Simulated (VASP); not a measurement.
Here is a VASP 6.6.1 calculation.

File INCAR:

```
SYSTEM = Cr
  PREC = Accurate
  ENCUT = 520
  EDIFF = 1E-6
  ISMEAR = 0
  SIGMA = 0.15
  LREAL = .False.
  LASPH = .True.
  NELM = 80
  ALGO = Fast
  ISIF = 2
  LWAVE = .False.
  LCHARG = .False.
  GGA = PS
  NBANDS = 12
```

File KPOINTS:

```
Automatic mesh
0
Gamma
  24 24 24
  0 0 0
```

The input POSCAR:

```
Cr
1.0
   -1.5681206250      1.4419500000      1.4419500000
    1.5681206250     -1.4419500000      1.4419500000
    1.5681206250      1.4419500000     -1.4419500000
Cr
1
Direct
    0.0000000000      0.0000000000      0.0000000000
```

Potentials or basis: VASP PAW PBE potentials, release 64 (Cr_pv).

Run with:

```sh
$ cat potpaw_PBE.64/Cr_pv/POTCAR > POTCAR
$ mpirun -np 1 vasp_std > vasp.out
```

Estimate the band gap on the k mesh.

zero (band 6 reaches 11.18 eV, above the bottom of band 7 at 8.64 eV).

What does it give for the pressure?

-31.0 GPa.

Stress tensor (GPa, compression positive):
```
-43.91   0.00   0.00
  0.00 -24.59   0.00
  0.00   0.00 -24.59
```

Caveat: the cell differs from its parent crystal (strain +0.0875 x Voigt [1, 0, 0, 0, 0, 0]); the PAW data sets were made with another functional, which shifts forces and pressure a little; the run has no spin polarisation, though such a crystal can be magnetic. Spin polarisation is off, so any magnetic state and its effect on volume and gap are missing.
